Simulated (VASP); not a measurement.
# B2AsH2 (P4/mmm) in VASP: further runs

The runs below take B2AsH2 through relaxation of cell and atoms, with PBE.

Everything below comes from runs of VASP 6.6.1. Logs are shortened: lines on timing, memory, paths and dates and some standing lists are left out, and cuts for length are marked.

### Step 1. The cell of the first run

It takes space group P4/mmm (No. 123, tetragonal). Conventional cell: a = 3.454 Å, b = 3.454 Å, c = 4.282 Å, α = 90.00°, β = 90.00°, γ = 90.00°. Within 2.2 Å of B (site symmetry 4mm) lie 1 B at 1.62 Å. Within 1.1 Å of H (site symmetry 4mm) lie 1 H at 0.82 Å. Within 2.3 Å of As (site symmetry 4/mmm) lie 2 H at 1.73 Å.

The cell was generated, and may not be a known phase.

### Step 2. Relaxation of cell and atoms, PBE

Contents of INCAR:

```
PREC = Accurate
ENCUT = 600
EDIFF = 1E-7
ISMEAR = 0
SIGMA = 0.1
LREAL = F
LASPH = T
NELM = 80
ALGO = Normal
ISIF = 3
LWAVE = F
LCHARG = F
GGA = PE
IBRION = 2
NSW = 100
EDIFFG = -0.01
```

Contents of KPOINTS:

```
regular mesh
0
Gamma
  12 12 10
```

Contents of POSCAR:

```
B2AsH2
1.0
    3.4538626079      0.0000000000      0.0000000000
    0.0000000000      3.4538626079      0.0000000000
    0.0000000000      0.0000000000      4.2818909011
B H As
2 2 1
Direct
    0.0000000000      0.0000000000      0.3109318983
    0.0000000000      0.0000000000      0.6890681017
    0.5000000000      0.5000000000      0.9045740330
    0.5000000000      0.5000000000      0.0954259670
    0.5000000000      0.5000000000      0.5000000000
```

Potentials or basis: VASP PAW PBE potentials, release 64 (B, H, As).

On the command line:

```console
cat potpaw_PBE.64/B/POTCAR potpaw_PBE.64/H/POTCAR potpaw_PBE.64/As/POTCAR > POTCAR
mpirun -np 1 vasp_std > vasp.out
```

OUTCAR:

```text
PREC = Accurate
   ENCUT = 600
   EDIFF = 1E-7
   ISMEAR = 0
   LREAL = F
   LASPH = T
   NELM = 80
   ISIF = 3
   GGA = PE
   IBRION = 2
   NSW = 100
   EDIFFG = -0.01

 ion  position               nearest neighbor table
   1  0.000  0.000  0.311-   2 1.62
   2  0.000  0.000  0.689-   1 1.62
   3  0.500  0.500  0.905-   4 0.82   5 1.73
   4  0.500  0.500  0.095-   3 0.82   5 1.73
   5  0.500  0.500  0.500-   3 1.73   4 1.73

  LATTYP: Found a simple tetragonal cell.
 ALAT       =     3.4538626079
 C/A-ratio  =     1.2397397891

  Lattice vectors:

 A1 = (   3.4538626079,   0.0000000000,   0.0000000000)
 A2 = (   0.0000000000,   3.4538626079,   0.0000000000)
 A3 = (   0.0000000000,   0.0000000000,   4.2818909011)

Analysis of symmetry for initial positions (statically):
=====================================================================
 Subroutine PRICEL returns:
 Original cell was already a primitive cell.

 Routine SETGRP: Setting up the symmetry group for a
 simple tetragonal supercell.

 Subroutine GETGRP returns: Found 16 space group operations
 (whereof 16 operations were pure point group operations)
 out of a pool of 16 trial point group operations.

The static configuration has the point symmetry D_4h.

Analysis of symmetry for dynamics (positions and initial velocities):
=====================================================================
 Subroutine PRICEL returns:
 Original cell was already a primitive cell.

 Routine SETGRP: Setting up the symmetry group for a
 simple tetragonal supercell.

 Subroutine GETGRP returns: Found 16 space group operations
 (whereof 16 operations were pure point group operations)
 out of a pool of 16 trial point group operations.

The dynamic configuration has the point symmetry D_4h.

 Subroutine INISYM returns: Found 16 space group operations
 (whereof 16 operations are pure point group operations),
 and found     1 'primitive' translations

----------------------------------------------------------------------------------------

                                     Primitive cell

  volume of cell :      51.0794

  direct lattice vectors                    reciprocal lattice vectors
     3.453862608  0.000000000  0.000000000     0.289530915  0.000000000  0.000000000
     0.000000000  3.453862608  0.000000000     0.000000000  0.289530915  0.000000000
     0.000000000  0.000000000  4.281890901     0.000000000  0.000000000  0.233541681

  length of vectors
     3.453862608  3.453862608  4.281890901     0.289530915  0.289530915  0.233541681

  position of ions in fractional coordinates (direct lattice)
     0.000000000  0.000000000  0.310931898
     0.000000000  0.000000000  0.689068102
     0.500000000  0.500000000  0.904574033
     0.500000000  0.500000000  0.095425967
     0.500000000  0.500000000  0.500000000

  ion indices of the primitive-cell ions
   primitive index   ion index
                 1           1
                 2           2
                 3           3
                 4           4
                 5           5

----------------------------------------------------------------------------------------

 KPOINTS: regular mesh

Automatic generation of k-mesh.
 Grid dimensions read from file:
 generate k-points for:   12   12   10

 Generating k-lattice:

  Cartesian coordinates                     Fractional coordinates (reciprocal lattice)
     0.024127576  0.000000000  0.000000000     0.083333333  0.000000000  0.000000000
     0.000000000  0.024127576  0.000000000     0.000000000  0.083333333  0.000000000
     0.000000000  0.000000000  0.023354168     0.000000000  0.000000000  0.100000000

  Length of vectors
     0.024127576  0.024127576  0.023354168

  Shift w.r.t. Gamma in fractional coordinates (k-lattice)
     0.000000000  0.000000000  0.000000000

 Subroutine IBZKPT returns following result:
 ===========================================

 Found    168 irreducible k-points:

 Following reciprocal coordinates:
            Coordinates               Weight
  0.000000  0.000000  0.000000      1.000000
  0.083333  0.000000  0.000000      4.000000
  0.166667  0.000000  0.000000      4.000000
  0.250000  0.000000  0.000000      4.000000
  0.333333  0.000000  0.000000      4.000000
  0.416667  0.000000  0.000000      4.000000
[... 16 lines left out ...]
  0.333333  0.333333  0.000000      4.000000
  0.416667  0.333333  0.000000      8.000000
 [... further k-points ...]
   k-points           NKPTS =    168   k-points in BZ     NKDIM =    168   number of bands    NBANDS=     10
   number of dos      NEDOS =    301   number of ions     NIONS =      5
   total plane-waves  NPLWV =  28224
   dimension x,y,z NGX =    28 NGY =   28 NGZ =   36
   dimension x,y,z NGXF=    56 NGYF=   56 NGZF=   72
   ions per type =               2   2   1
   NGX,Y,Z   is equivalent  to a cutoff of  13.48, 13.48, 13.98 a.u.
   NGXF,Y,Z  is equivalent  to a cutoff of  26.95, 26.95, 27.95 a.u.
 SYSTEM =  unknown system
   PREC   = accura    normal or accurate (medium, high low for compatibility)
   ISTART =      0    job   : 0-new  1-cont  2-samecut
   ICHARG =      2    charge: 1-file 2-atom 10-const
   ISPIN  =      1    spin polarized calculation?
   LNONCOLLINEAR =      F non collinear calculations
   LSORBIT =      F    spin-orbit coupling
   LASPH  =      T    aspherical Exc in radial PAW
   ENCUT  =  600.0 eV  44.10 Ry    6.64 a.u.   6.90  6.90  8.55*2*pi/ulx,y,z
   NELM   =     80;   NELMIN=  2; NELMDL= -5     # of ELM steps
   EDIFF  = 0.1E-06   stopping-criterion for ELM
   LREAL  =      F    real-space projection
   EDIFFG = -.1E-01   stopping-criterion for IOM
   NSW    =    100    number of steps for IOM
   IBRION =      2    ionic relax: 0-MD 1-quasi-New 2-CG
   NFREE  =      1    steps in history (QN), initial steepest desc. (CG)
   ISIF   =      3    stress and relaxation
   ISYM   =      2    0-nonsym 1-usesym 2-fastsym
   POTIM  = 0.5000    time-step for ionic-motion
   TEBEG  =    0.0;   TEEND  =   0.0 temperature during run
   PSTRESS=    0.0 pullay stress
   NELECT =      13.0000    total number of electrons
   NUPDOWN=      -1.0000    fix difference up-down
   EMIN   =  10.00;   EMAX   =-10.00  energy-range for DOS
   EFERMI =   0.00;   METHOD = LEGACY
   ISMEAR =     0;   SIGMA  =   0.10  broadening in eV -4-tet -1-fermi 0-gaus
   EFERMI_NEDOS =   21; number of points for ismear=-14 and -15
   IALGO  =     38    algorithm
   IMIX   =      4    mixing-type and parameters
     AMIX     =   0.40;   BMIX     =  1.00
     AMIX_MAG =   1.60;   BMIX_MAG =  1.00
  volume/ion in A,a.u.               =      10.22        68.94
  Fermi-wavevector in a.u.,A,eV,Ry     =   1.037466  1.960527 14.644448  1.076337
  Thomas-Fermi vector in A             =   2.171905
   LORBIT       =      0    0 simple, 1 ext, 2 COOP (PROOUT), +10 PAW based schemes
   GGA     = PE    functional components
   LHFCALC =     F    Hartree Fock is set to
   AEXX    =    0.0000 exact exchange contribution
   IVDW    =     0    specifies the selected vdW correction
   LEPSILON=     F    determine dielectric tensor
   LRPA    =     F    only Hartree local field effects (RPA)
 conjugate gradient relaxation of ions
 non-spin polarized calculation
 Gauss-broadening in eV      SIGMA  =   0.10
  energy-cutoff  :      600.00
  volume of cell :       51.08
 maximum number of plane-waves:      1721
 NGX is ok and might be reduce to    28

--------------------------------------- Ionic step        1  -------------------------------------------

 number of electron      12.9999999 magnetization

 Free energy of the ion-electron system (eV)
  ---------------------------------------------------
  ext. energy  EPLUGINS =         0.00000000
  ---------------------------------------------------
  free energy    TOTEN  =       -18.53044673 eV

  energy without entropy =      -18.52473169  energy(sigma->0) =      -18.52758921

------------------------ aborting loop because EDIFF is reached ----------------------------------------

  FORCE on cell =-STRESS in cart. coord.  units (eV):
  Direction    XX          YY          ZZ          XY          YZ          ZX
  --------------------------------------------------------------------------------------
  -------------------------------------------------------------------------------------
  Total        0.1347003      0.1347003     -0.2098895      0.0000000      0.0000000      0.0000000
  in kB        4.2250662      4.2250662     -6.5834820      0.0000000      0.0000000      0.0000000
  external PRESSURE =       0.6222168 kB  Pullay stress =       0.0000000 kB
[... 98 lines left out ...]
  FREE ENERGIE OF THE ION-ELECTRON SYSTEM (eV)
  ---------------------------------------------------
  free  energy   TOTEN  =       -18.5316405447 eV

  energy  without entropy=      -18.5261696912  energy(sigma->0) =      -18.52890512

[... ionic steps 4 to 9 ...]

--------------------------------------- Ionic step       10  -------------------------------------------

 number of electron      13.0000000 magnetization

------------------------ aborting loop because EDIFF is reached ----------------------------------------

  FORCE on cell =-STRESS in cart. coord.  units (eV):
  Direction    XX          YY          ZZ          XY          YZ          ZX
  --------------------------------------------------------------------------------------
  -------------------------------------------------------------------------------------
  Total       -0.0259433     -0.0259433      0.0017001      0.0000000      0.0000000      0.0000000
  in kB       -0.8113066     -0.8113066      0.0531666      0.0000000      0.0000000      0.0000000
  external PRESSURE =      -0.5231488 kB  Pullay stress =       0.0000000 kB
[... 63 lines left out ...]
  energy  without entropy=      -18.5279855475  energy(sigma->0) =      -18.53094207

--------------------------------------- Ionic step       12  -------------------------------------------

 number of electron      13.0000000 magnetization

 Free energy of the ion-electron system (eV)
  ---------------------------------------------------
  ext. energy  EPLUGINS =         0.00000000
  ---------------------------------------------------
  free energy    TOTEN  =       -18.53398163 eV

  energy without entropy =      -18.52791846  energy(sigma->0) =      -18.53095005

 E-fermi :   3.8424     XC(G=0):  -9.9262

 val. band max:        3.8031082738   @ k =   0.4167   0.4167   0.0000
 cond. band min:       3.8599770556   @ k =   0.5000   0.4167   0.0000
 fundamental gap:      0.0568687818
 Fermi energy:         3.8424034280

 k-point     1 :       0.0000    0.0000    0.0000
  band No.  band energies     occupation
      1     -10.7688      2.00000
      2      -3.5894      2.00000
      3      -1.4375      2.00000
      4      -0.5107      2.00000
      5       0.7247      2.00000
      6       0.7247      2.00000
      7       2.6901      2.00000
      8       5.9710      0.00000
      9       8.4217      0.00000
     10       8.5855      0.00000
[... 287 lines left out ...]
 k-point    24 :       0.4167    0.3333    0.0000
  band No.  band energies     occupation
      1      -8.7746      2.00000
      2      -5.3188      2.00000
      3      -1.9608      2.00000
      4      -1.0444      2.00000
      5      -0.0946      2.00000
      6       0.4403      2.00000
      7       1.8689      2.00000
      8       3.6287      1.99750
      9       6.6393      0.00000
     10       7.5408      0.00000

 [... further k-points ...]

------------------------ aborting loop because EDIFF is reached ----------------------------------------

  FORCE on cell =-STRESS in cart. coord.  units (eV):
  Direction    XX          YY          ZZ          XY          YZ          ZX
  --------------------------------------------------------------------------------------
  -------------------------------------------------------------------------------------
  Total       -0.0068428     -0.0068428     -0.0336113      0.0000000      0.0000000      0.0000000
  in kB       -0.2144958     -0.2144958     -1.0535825      0.0000000      0.0000000      0.0000000
  external PRESSURE =      -0.4941914 kB  Pullay stress =       0.0000000 kB
[... 20 lines left out ...]
  FREE ENERGIE OF THE ION-ELECTRON SYSTEM (eV)
  ---------------------------------------------------
  free  energy   TOTEN  =       -18.5339816342 eV

  energy  without entropy=      -18.5279184587  energy(sigma->0) =      -18.53095005

 reached required accuracy - stopping structural energy minimisation
```

It took 4.7 min on 1 thread of Intel Xeon 6975P-C (Granite Rapids), shared host; peak memory 0.28 GiB.

What came out:

* Free energy: -18.5340 eV
* Relaxed volume: 10.22 Å³/atom
* Relaxed cell: a = 3.494 Å, b = 3.494 Å, c = 4.188 Å, α = 90.00°, β = 90.00°, γ = 90.00°
* Space group after relaxing (to 0.1 Å): P4/mmm (No. 123)
* Energy gained by relaxing: 0.7 meV/atom
* Ionic steps: 12
* Pressure after relaxing: 0.0 GPa
* Largest force after relaxing: 0.007 eV/Å
* Band gap on the k mesh: zero (an odd number of electrons rules out a gap without spin polarisation)

Forces on the atoms (eV/Å):
```
B    0.000  0.000  0.006
B    0.000  0.000 -0.006
H    0.000  0.000  0.007
H    0.000  0.000 -0.007
As   0.000  0.000  0.000
```

Stress tensor (GPa, compression positive):
```
-0.02  0.00  0.00
 0.00 -0.02  0.00
 0.00  0.00 -0.11
```

The path:
| step | energy change (eV) | largest force (eV/Å) | pressure (GPa) | volume (Å³) |
| --- | --- | --- | --- | --- |
| 1 | 0.0000 | 0.0458 | 0.06 | 51.08 |
| 2 | -0.0008 | 0.0484 | 0.10 | 51.11 |
| 3 | -0.0012 | 0.1071 | 0.17 | 51.15 |
| 4 | -0.0016 | 0.0913 | 0.11 | 51.18 |
| 5 | -0.0025 | 0.0453 | -0.06 | 51.27 |
| 6 | -0.0030 | 0.0410 | -0.38 | 51.44 |
| 7 | -0.0030 | 0.0254 | -0.32 | 51.41 |
| 8 | -0.0032 | 0.0225 | -0.19 | 51.36 |
| 9 | -0.0033 | 0.0445 | -0.06 | 51.31 |
| 10 | -0.0034 | 0.0300 | -0.05 | 51.23 |
| 11 | -0.0035 | 0.0371 | -0.05 | 51.18 |
| 12 | -0.0035 | 0.0069 | -0.05 | 51.11 |

Final structure:
```
CELL_PARAMETERS angstrom
3.49360 0.00000 0.00000
0.00000 3.49360 0.00000
0.00000 0.00000 4.18776
ATOMIC_POSITIONS crystal
B 0.00000 0.00000 0.30626
B 0.00000 0.00000 0.69374
H 0.50000 0.50000 0.90238
H 0.50000 0.50000 0.09762
As 0.50000 0.50000 0.50000
```

Caveat: an odd number of electrons without spin polarisation forces a metal; a magnetic or distorted state may lie lower.

### Step 3. Relaxation of cell and atoms, PBE

This run uses another cell than the first one, of the same volume but with other edges.

Contents of INCAR:

```
SYSTEM = B2AsH2
ALGO = Normal ; EDIFF = 1E-6
EDIFFG = -0.01 ; ENCUT = 600
GGA = PE ; IBRION = 2
ISIF = 3 ; ISMEAR = 0
LASPH = .True. ; LCHARG = .False.
LREAL = .False. ; LWAVE = .False.
NELM = 100 ; NSW = 100
PREC = Accurate ; SIGMA = 0.1
```

Contents of KPOINTS:

```
k-points
0
Gamma
  12 12 8
  0 0 0
```

Contents of POSCAR:

```
B2AsH2
1.0
    3.3138082915      0.0000000000      0.0000000000
    0.0000000000      3.3138082915      0.0000000000
    0.0000000000      0.0000000000      4.6469267926
B H As
2 2 1
Direct
    0.0000000000      0.0000000000      0.3215420919
    0.0000000000      0.0000000000      0.6784579081
    0.5000000000      0.5000000000      0.9142546669
    0.5000000000      0.5000000000      0.0857453331
    0.5000000000      0.5000000000      0.5000000000
```

Potentials or basis: VASP PAW PBE potentials, release 64 (B, H, As).

On the command line:

```console
cat potpaw_PBE.64/B/POTCAR potpaw_PBE.64/H/POTCAR potpaw_PBE.64/As/POTCAR > POTCAR
mpirun -np 1 vasp_std > vasp.out
```

It took 4.7 min on 1 thread of Intel Xeon 6975P-C (Granite Rapids), shared host; peak memory 0.28 GiB.

It converged, with:

```
Free energy                           : -18.5282 eV
Relaxed volume                        : 10.25 Å³/atom
Relaxed cell                          : a = 3.451 Å, b = 3.451 Å, c = 4.301 Å, α = 90.00°, β = 90.00°, γ = 90.00°
Space group after relaxing (to 0.1 Å) : P4/mmm (No. 123)
Energy gained by relaxing             : 17.8 meV/atom
Ionic steps                           : 18
Pressure after relaxing               : 0.0 GPa
Band gap on the k mesh                : zero (an odd number of electrons rules out a gap without spin polarisation)
```

Forces in eV/Å, atoms in the order of the input:
```
B    0.000  0.000  0.000
B    0.000  0.000  0.000
H    0.000  0.000  0.003
H    0.000  0.000 -0.003
As   0.000  0.000  0.000
```

Stress tensor (GPa, compression positive):
```
-0.01  0.00  0.00
 0.00 -0.01  0.00
 0.00  0.00 -0.11
```

The path:
```
step  energy change (eV)  largest force (eV/Å)  pressure (GPa)  volume (Å³)
   1              0.0000                0.5774           -0.05        51.03
   2             -0.0200                0.7400            2.35        51.00
   3             -0.0262                0.2639            1.54        51.01
   4             -0.0424                0.3517            0.47        51.68
   5             -0.0462                0.4405           -0.32        52.25
   6             -0.0577                0.2513           -1.02        52.57
   7             -0.0660                0.0535           -2.07        53.11
   8             -0.0740                0.1610           -1.29        52.69
   9             -0.0766                0.3588           -0.57        52.31
  10             -0.0827                0.2404           -0.28        51.92
  11             -0.0883                0.1315            0.48        50.99
  12             -0.0890                0.0300            0.09        51.07
  13             -0.0890                0.0298            0.09        51.07
  14             -0.0890                0.0077            0.09        51.10
  15             -0.0891                0.0285            0.08        51.12
  16             -0.0891                0.0201            0.04        51.16
  17             -0.0892                0.0110           -0.02        51.23
  18             -0.0892                0.0026           -0.05        51.23
```

Final structure:
```
CELL_PARAMETERS angstrom
3.45129 0.00000 0.00000
0.00000 3.45129 0.00000
0.00000 0.00000 4.30077
ATOMIC_POSITIONS crystal
B 0.00000 0.00000 0.31173
B 0.00000 0.00000 0.68827
H 0.50000 0.50000 0.90513
H 0.50000 0.50000 0.09487
As 0.50000 0.50000 0.50000
```

Levels at points of the mesh, in eV from the Fermi level:
```
           k point  band 4  band 5  band 6  band 7  band 8  band 9
(0.00, 0.00, 0.00)   -4.17   -3.03   -3.03   -0.88    2.29    4.71
(0.50, 0.00, 0.00)   -3.88   -2.29   -1.35   -0.50    0.44    0.70
(0.50, 0.50, 0.00)   -6.34   -4.43   -2.72   -1.46   -0.04    2.17
(0.00, 0.00, 0.50)   -2.87   -2.72   -2.72    2.25    3.14    3.14
(0.50, 0.00, 0.50)   -4.78   -0.14    0.66    0.82    1.09    1.81
(0.50, 0.50, 0.50)   -5.97   -5.97   -3.46   -0.11   -0.11    3.01
```

Caveat: an odd number of electrons without spin polarisation forces a metal; a magnetic or distorted state may lie lower.

The gap in the log of VASP goes by the Fermi energy; the results here count the filled bands.